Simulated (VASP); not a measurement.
HC6, 14 atoms in the cell. The cell holds a wire or tube with vacuum around it, 14 atoms: a = 4.890 Å, b = 8.870 Å, c = 22.747 Å, α = 90.00°, β = 90.00°, γ = 97.92°. 

* Program: VASP 6.6.1
* Task: single point
* Functional: LDA
* Potentials or basis: VASP PAW LDA potentials, release 64 (C, H)
* Cutoff: 520 eV
* k mesh: 6 × 3 × 1
* Occupations: gaussian, width 0.1 eV
* Spin: no spin polarisation
* Dipole correction: yes
* Further INCAR settings: ALGO = Normal; EDIFF = 1e-07; NBANDS = 38

Potentials or basis: VASP PAW LDA potentials, release 64 (C, H).

The run is started by

```console
$ cat potpaw_LDA.64/C/POTCAR potpaw_LDA.64/H/POTCAR > POTCAR
$ mpirun -np 1 vasp_std > vasp.out
```

Hardware: 1 thread of Intel Xeon 8259CL, with other jobs on the host.

Q: Estimate the wall time of this run.

A: Wall time 25 min on 1 thread of Intel Xeon 8259CL (shared host), peak memory 0.79 GiB. Counts: scf iterations 32, k points 10.
